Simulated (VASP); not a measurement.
A run of VASP 6.6.1 is set up as follows.

File INCAR:

```
PREC = Accurate ; ENCUT = 520
EDIFF = 1E-6 ; ISMEAR = 0
SIGMA = 0.1 ; LREAL = Auto
LASPH = True ; NELM = 80
ALGO = Normal ; ISIF = 2
LWAVE = False ; LCHARG = False
GGA = PE ; IVDW = 12
ISYM = 0 ; NBANDS = 61
```

The input KPOINTS:

```
Automatic mesh
0
Gamma
  4 4 4
```

File POSCAR:

```
C
1.0
    6.0901985105      0.1165916670     -0.0186935442
    0.1167441172      5.9090077410     -0.0743466492
   -0.0247613825     -0.0785544458      6.0079725098
C
22
Direct
    0.7987506966      0.5002479667      0.0079386237
    0.0642420563      0.6970925470      0.3540798501
    0.9718050199      0.7957500540      0.5702094075
    0.3667020711      0.4188525669      0.2113502947
    0.4652750509      0.1882997111      0.2534763749
    0.8076919161      0.2283186215      0.0057414126
    0.2037110493      0.3573133496      0.5843048167
    0.4283675074      0.6430626027      0.3244822084
    0.8445289973      0.6621747768      0.2120370149
    0.2904910305      0.0481807980      0.3334456907
    0.2842867624      0.4365218084      0.9950309846
    0.0232217417      0.0042275077      0.6612535431
    0.7626102982      0.6902641696      0.6184896563
    0.2328840920      0.5059404981      0.4050849849
    0.1628409114      0.1380327563      0.5216820666
    0.7457323011      0.5952330184      0.8149644356
    0.9132656082      0.1089418365      0.8481987050
    0.2617064653      0.8242345246      0.2805352427
    0.6514107833      0.7057098115      0.3914672876
    0.7248394929      0.8791595094      0.2330847870
    0.6691370115      0.0996236600      0.1717972995
    0.2271558093      0.4222115774      0.8020304559
```

Potentials or basis: VASP PAW PBE potentials, release 64 (C).

Command:

```console
$ cat potpaw_PBE.64/C/POTCAR > POTCAR
$ mpirun -np 1 vasp_std > vasp.out
```

Question: Predict the pressure.

Answer: 0.3 GPa.

Question: What does it give for the largest force?

Answer: 0.061 eV/Å.

Stress tensor (GPa, compression positive):
```
 0.25  0.01 -0.10
 0.01  0.35  0.00
-0.10  0.00  0.23
```

Caveat: the atoms stand as in a frame of molecular dynamics.
